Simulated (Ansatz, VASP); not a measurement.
Ge in VASP and in Ansatz

```
Ge
1.0
     4.05816    0.00000    0.00000
    -2.02908    3.51447    0.00000
     0.00000    0.00000   22.53299
Ge
6
Cartesian
  0.0000 2.3430 7.5000
  2.0291 1.1715 8.3405
  2.0291 1.1715 10.8463
  0.0000 2.3430 11.6867
  0.0000 2.3430 14.1925
  2.0291 1.1715 15.0330
```

Alike in both runs: task single point; functional PBE; k mesh 9 × 9 × 1; occupations gaussian, width 0.1 eV; no spin polarisation.

|  | VASP | Ansatz |
| --- | --- | --- |
| version | VASP 6.6.1 | Ansatz 0.2.0 |
| potentials or method | VASP PAW PBE potentials, release 64 (Ge_d), cutoff 520 eV | scalar-relativistic, plane waves, PAW |
| valence electrons in the cell | 84 | 84 |

|  | VASP | Ansatz | Ansatz less VASP |
| --- | --- | --- | --- |
| gap on the k mesh at the Fermi level (eV) | none | none | - |
| rms of the force components (eV/Å) | 0.124 | 0.124 | +0.0003 |

Atom by atom the forces differ by 0.001 eV/Å (rms over components). A gap of «none» marks a metal or a gap that the smearing closes.
